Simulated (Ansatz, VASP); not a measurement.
**SnSe2: VASP beside Ansatz**

```
CELL_PARAMETERS angstrom
-3.83905 0.00000 0.00000
-1.91952 -3.32471 0.00000
0.00000 0.00000 14.02326
ATOMIC_POSITIONS crystal
Sn 0.00000 0.00000 0.64303
Sn 0.00000 0.00000 0.21434
Se 0.33333 0.33333 0.75670
Se 0.33333 0.33333 0.32801
Se 0.66667 0.66667 0.10068
Se 0.66667 0.66667 0.52937
```

Alike in both runs: task single point; functional PBE; dispersion D3(BJ); k mesh 10 × 10 × 3; occupations gaussian, width 0.03 eV; no spin polarisation.

|  | VASP | Ansatz |
| --- | --- | --- |
| version | VASP 6.6.1 | Ansatz 0.2.0 |
| potentials or method | VASP PAW PBE potentials, release 64 (Sn_d, Se), cutoff 520 eV | scalar-relativistic, plane waves, PAW |
| valence electrons in the cell | 52 | 92 |

VASP gave:

```
gap on the k mesh at the Fermi level (eV)                     : 0.68
least direct gap on the mesh (eV)                             : 0.94
pressure (GPa)                                                : -0.2
traceless stress, the component that is largest in VASP (GPa) : -0.08
rms of the force components (eV/Å)                            : 0.025
```

Problem. What did Ansatz give for the same quantities?

Solution. gap on the k mesh at the Fermi level (eV): 0.68; least direct gap on the mesh (eV): 0.94; pressure (GPa): -0.3; traceless stress, the component that is largest in VASP (GPa): -0.09; rms of the force components (eV/Å): 0.019.

Atom by atom the forces differ by 0.007 eV/Å (rms over components). VASP's potentials hold 52 valence electrons a cell and Ansatz's 92, so a difference there can come from the potentials and not from the codes.
